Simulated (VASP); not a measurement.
Input of a VASP 6.6.1 run:

File INCAR:

```
ALGO = Normal ; EDIFF = 1E-6
ENCUT = 520 ; GGA = PS
ISIF = 2 ; ISMEAR = -1
LASPH = T ; LCHARG = F
LREAL = F ; LWAVE = F
NBANDS = 16 ; NELM = 100
PREC = Accurate ; SIGMA = 0.05
```

Contents of KPOINTS:

```
k-points
0
Gamma
  8 8 5
```

File POSCAR:

```
Te
1.0
    4.3358101253      0.0000000000      0.0000000000
   -2.1679050627      3.7549217145      0.0000000000
    0.0000000000      0.0000000000      5.9320023022
Te
3
Direct
    0.2833121363      0.0000000000      0.3333333333
    0.0000000000      0.2833121363      0.6666666667
    0.7166878637      0.7166878637      1.0000000000
```

Potentials or basis: VASP PAW PBE potentials, release 64 (Te).

Command:

```bash
$ cat potpaw_PBE.64/Te/POTCAR > POTCAR
$ mpirun -np 1 vasp_std > vasp.out
```

Task: Estimate the largest force.

Result: 0.015 eV/Å.

Task: Predict the band gap on the k mesh.

Result: 0.47 eV, indirect (least direct gap 0.63 eV).

Task: Predict the pressure.

Result: 0.0 GPa.

Forces on the atoms (eV/Å):
```
Te   0.015  0.000  0.000
Te  -0.008  0.013  0.000
Te  -0.008 -0.013  0.000
```

Caveat: the PAW data sets were made with another functional, which shifts forces and pressure a little; spin-orbit coupling is left out, which moves the levels of the heavy elements. As with any semilocal functional, this PBEsol gap is likely too small.
